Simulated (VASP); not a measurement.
A run of VASP 6.6.1:

Contents of INCAR:

```
SYSTEM = TiTe2
ALGO = Normal
DIPOL = 0.5 0.5 0.403
EDIFF = 1E-7
ENCUT = 520
GGA = PE
IDIPOL = 3
ISIF = 2
ISMEAR = 0
IVDW = 12
LASPH = .TRUE.
LCHARG = .FALSE.
LDIPOL = .TRUE.
LREAL = .FALSE.
LWAVE = .FALSE.
NBANDS = 33
NELM = 60
PREC = Accurate
SIGMA = 0.1
```

KPOINTS

```
k-points
0
G
  9 9 1
  0 0 0
```

Contents of POSCAR:

```
TiTe2
1.0
    3.6786896756      0.0000000000      0.0000000000
   -1.8393448378      3.1858387117      0.0000000000
    0.0000000000      0.0000000000     24.5502267604
Te Ti
4 2
Direct
    0.3333333333      0.6666666667      0.1832976959
    0.6666666667      0.3333333333      0.3268855094
    0.6666666667      0.8333333333      0.4788189329
    1.0000000000      0.5000000000      0.6224067464
    0.0000000000      0.0000000000      0.2550916027
    0.3333333333      0.1666666667      0.5506128396
```

Potentials or basis: VASP PAW PBE potentials, release 64 (Te, Ti_sv).

Run with:

```console
$ cat potpaw_PBE.64/Te/POTCAR potpaw_PBE.64/Ti_sv/POTCAR > POTCAR
$ mpirun -np 1 vasp_std > vasp.out
```

Hardware: 1 thread of Intel(R) Xeon(R) 6975P-C (Granite Rapids), on a shared host.

**Question.** Estimate the wall time of this run.

**Answer.** Wall time 3.8 min on 1 thread of Intel(R) Xeon(R) 6975P-C (Granite Rapids), on a shared host, peak memory 0.5 GiB. Counts: scf iterations 27, k points 25.
